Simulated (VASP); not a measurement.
Wanted: the native input for a VASP 6.6.1 run.

| Quantity | Value |
| --- | --- |
| Task | single point |
| Functional | PBE |
| Potentials or basis | VASP PAW PBE potentials, release 64 (Fe, O) |
| Cutoff | 520 eV |
| k mesh | 12 × 12 × 12 |
| Occupations | gaussian, width 0.02 eV |
| Spin | collinear spin, ferromagnetic start |
| Starting moments | [3.9, 0.17] μB |
| Hubbard terms | Fe d U = 5.3 eV |
| Dipole correction | no |
| Further INCAR settings | ALGO = Normal; EDIFF = 1e-06; NBANDS = 18 |

The structure of FeO lies in POSCAR:

```
FeO
1.0
    1.6135003772      0.9315548772      2.5380279832
   -1.6135003772      0.9315548772      2.5380279832
    0.0000000000     -1.8631097542      2.5380279833
Fe O
1 1
Direct
    0.0000000000      0.0000000000      0.0000000000
    0.5000000000      0.5000000000      0.5000000000
```

One way to write it, as run:

INCAR

```
ALGO     = Normal         # electronic algorithm
EDIFF    = 1E-6           # SCF threshold, eV
ENCUT    = 520            # plane-wave cutoff, eV
GGA      = PE             # functional
ISIF     = 2              # what is computed and relaxed
ISMEAR   = 0              # smearing method
ISPIN    = 2              # spin polarisation
LASPH    = T              # aspherical terms in the spheres
LCHARG   = F              # write CHGCAR
LDAU     = T              # DFT+U
LDAUJ    = 0 0          
LDAUL    = 2 -1           # shell
LDAUPRINT= 1            
LDAUTYPE = 2            
LDAUU    = 5.3 0          # U, eV
LMAXMIX  = 4              # l up to which the mixer works
LORBIT   = 11             # projections on sites
LREAL    = F              # projectors in reciprocal space
LWAVE    = F              # write WAVECAR
MAGMOM   = 3.9 0.17       # initial moments
NBANDS   = 18             # bands
NELM     = 150            # most SCF steps
PREC     = Accurate       # precision mode
SIGMA    = 0.02           # smearing width, eV
```

KPOINTS

```
k-points
0
Gamma
  12 12 12
```

Potentials or basis: VASP PAW PBE potentials, release 64 (Fe, O).

Command:

```sh
$ cat potpaw_PBE.64/Fe/POTCAR potpaw_PBE.64/O/POTCAR > POTCAR
$ mpirun -np 1 vasp_std > vasp.out
```

It gave:

```
Pressure                                              : -15.8 GPa
Band gap on the k mesh                                : zero (filled and empty bands overlap)
Net moment                                            : 4.00 μB per cell
Site moments                                          : Fe +3.85; O +0.15 μB
Valence electrons inside the program's atomic spheres : Fe 6.57; O 4.95
```

Caveat: the cell stands under tension; a cell with one magnetic atom can't hold antiferromagnetic order, which such compounds often take.

Run time: 62 s on 1 thread of Intel(R) Xeon(R) 6975P-C (Granite Rapids), on a shared host, peak memory 0.24 GiB.
